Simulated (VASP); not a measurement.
Input of a VASP 6.6.1 run:

INCAR

```
PREC = Accurate
ENCUT = 600
EDIFF = 1E-7
ISMEAR = 1
SIGMA = 0.1
LREAL = F
LASPH = T
NELM = 60
ALGO = Normal
ISIF = 3
LWAVE = F
LCHARG = F
GGA = PS
IBRION = 2
NSW = 60
EDIFFG = -0.005
```

The input KPOINTS:

```
regular mesh
0
Gamma
  25 25 25
```

POSCAR

```
V
1.0
   -1.5100000000      1.5100000000      1.5100000000
    1.5100000000     -1.5100000000      1.5100000000
    1.5100000000      1.5100000000     -1.5100000000
V
1
Direct
    0.0000000000      0.0000000000      0.0000000000
```

Potentials or basis: VASP PAW PBE potentials, release 64 (V_sv).

Launch:

```console
$ cat potpaw_PBE.64/V_sv/POTCAR > POTCAR
$ mpirun -np 1 vasp_std > vasp.out
```

Problem. Estimate the space group after relaxing (to 0.05 Å).

Solution. Im-3m (No. 229).

Problem. Predict the relaxed cell.

Solution. a = 2.562 Å, b = 2.562 Å, c = 2.562 Å, α = 109.47°, β = 109.47°, γ = 109.47°.

Problem. Predict the relaxed volume.

Solution. 12.95 Å³/atom.

The path:
```
step  energy change (eV)  largest force (eV/Å)  pressure (GPa)  volume (Å³)
   1              0.0000                0.0000          -10.79        13.77
   2              0.0189                0.0000           17.26        12.00
   3             -0.0291                0.0000           -0.21        12.96
   4             -0.0291                0.0000            0.04        12.95
```

Caveat: the PAW data sets were made with another functional, which shifts forces and pressure a little.
